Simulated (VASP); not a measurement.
Here is a VASP 6.6.1 calculation.

Contents of INCAR:

```
  ALGO = Normal
  EDIFF = 1E-6
  ENCUT = 910
  GGA = PS
  GGA_COMPAT = False
  ISIF = 2
  ISMEAR = -1
  LASPH = True
  LCHARG = True
  LELF = True
  LREAL = False
  LVHAR = True
  LWAVE = False
  NBANDS = 26
  NELM = 120
  PREC = Accurate
  SIGMA = 0.08
```

The input KPOINTS:

```
k-points
0
Gamma
  12 12 8
```

File POSCAR:

```
ZnO
1.0
    3.2300090304      0.0000000000      0.0000000000
   -1.6150045152      2.7972698748      0.0000000000
    0.0000000000      0.0000000000      5.2143445338
Zn O
2 2
Direct
    0.3333333333      0.6666666667      0.5000406005
    0.6666666667      0.3333333333      0.0000406005
    0.6666666667      0.3333333333      0.3789693995
    0.3333333333      0.6666666667      0.8789693995
```

Potentials or basis: VASP PAW PBE potentials, release 64 (Zn, O_h).

Run with:

```sh
$ cat potpaw_PBE.64/Zn/POTCAR potpaw_PBE.64/O_h/POTCAR > POTCAR
$ mpirun -np 1 vasp_std > vasp.out
```

(1) Estimate the pressure.

(2) Estimate the band gap on the k mesh.

## Answers

(1) 0.6 GPa.

(2) 0.69 eV.

Caveat: the cutoff is under 1.25 times the usual one of these potentials, so pressure, stress and relaxed cells hold a basis-set (Pulay) error; the PAW data sets were made with another functional, which shifts forces and pressure a little.
